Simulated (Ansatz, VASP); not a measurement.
# Ta4Ag in VASP and in Ansatz

File INCAR:

```
SYSTEM = Ta4Ag
PREC     = Accurate       ! precision mode
ENCUT    = 500            ! plane-wave cutoff, eV
EDIFF    = 1E-7           ! SCF threshold, eV
ISMEAR   = 0              ! smearing method
SIGMA    = 0.1            ! smearing width, eV
LREAL    = .FALSE.        ! projectors in reciprocal space
LASPH    = .TRUE.         ! aspherical terms in the spheres
NELM     = 120            ! most SCF steps
ALGO     = Normal         ! electronic algorithm
ISIF     = 3              ! what is computed and relaxed
LWAVE    = .FALSE.        ! write WAVECAR
LCHARG   = .FALSE.        ! write CHGCAR
GGA      = PE             ! functional
IBRION   = 2              ! ionic algorithm
NSW      = 90             ! ionic steps
EDIFFG   = -0.04          ! ionic threshold
GGA_COMPAT= .FALSE.      
NELMIN   = 4
```

File KPOINTS:

```
Automatic mesh
0
G
  4 4 4
  0 0 0
```

The input POSCAR:

```
Ta4Ag
1.0
    4.5286344700      0.0000000000      0.0000000000
    0.0000000000      4.5286344700      0.0000000000
    0.0000000000      0.0000000000      4.5286344700
Ta Ag
4 1
Direct
    0.0000000000      0.5000000000      0.5000000000
    0.5000000000      0.0000000000      0.5000000000
    0.5000000000      0.5000000000      0.0000000000
    0.0000000000      0.0000000000      0.0000000000
    0.5000000000      0.5000000000      0.5000000000
```

Input for Ansatz:

```yaml
crystal:
  lattice:
    - [4.52863447, 0.0, 0.0]
    - [0.0, 4.52863447, 0.0]
    - [0.0, 0.0, 4.52863447]
  atoms:
    - { symbol: Ta, position: [0.0, 0.5, 0.5] }
    - { symbol: Ta, position: [0.5, 0.0, 0.5] }
    - { symbol: Ta, position: [0.5, 0.5, 0.0] }
    - { symbol: Ta, position: [0.0, 0.0, 0.0] }
    - { symbol: Ag, position: [0.5, 0.5, 0.5] }
basis:
  ecutwfc: 420
kpoints:
  mp_grid: { grid: [4, 4, 4] }
hamiltonian:
  xc: pbe
scf:
  occupations: { method: gaussian, width: 0.1 }
  lower_state_search: "off"
output:
  forces: true
  stress: true
  eigenvalues: true
relax:
  adjacent_minimum: "off"
  f_tol: 0.04
  max_steps: 70
  cell: { stress_tol: 0.4 }
```

Alike in both runs: task relaxation of cell and atoms; functional PBE; k mesh 4 × 4 × 4; occupations gaussian, width 0.1 eV; no spin polarisation.

|  | VASP | Ansatz |
| --- | --- | --- |
| version | VASP 6.6.1 | Ansatz 0.2.0 |
| potentials or method | VASP PAW PBE potentials, release 64 (Ta_pv, Ag), cutoff 500 eV | scalar-relativistic, plane waves, PAW |
| valence electrons in the cell | 55 | 71 |

VASP gave:

* gap on the k mesh at the Fermi level, each at its own relaxed structure (eV): none
* relaxed volume (Å³/atom): 22.56
* relaxed cell length with the largest relative difference (Å): 4.832

**Question.** What did Ansatz give for the same quantities?

**Answer.** gap on the k mesh at the Fermi level, each at its own relaxed structure (eV): none; relaxed volume (Å³/atom): 22.58; relaxed cell length with the largest relative difference (Å): 4.833.

A gap of «none» marks a metal or a gap that the smearing closes. VASP's potentials hold 55 valence electrons a cell and Ansatz's 71, so a difference there can come from the potentials and not from the codes.

Spin-orbit coupling is off throughout. Noted on VASP's run: the volume moved by over 15 % at a fixed basis, so the end points are rough.
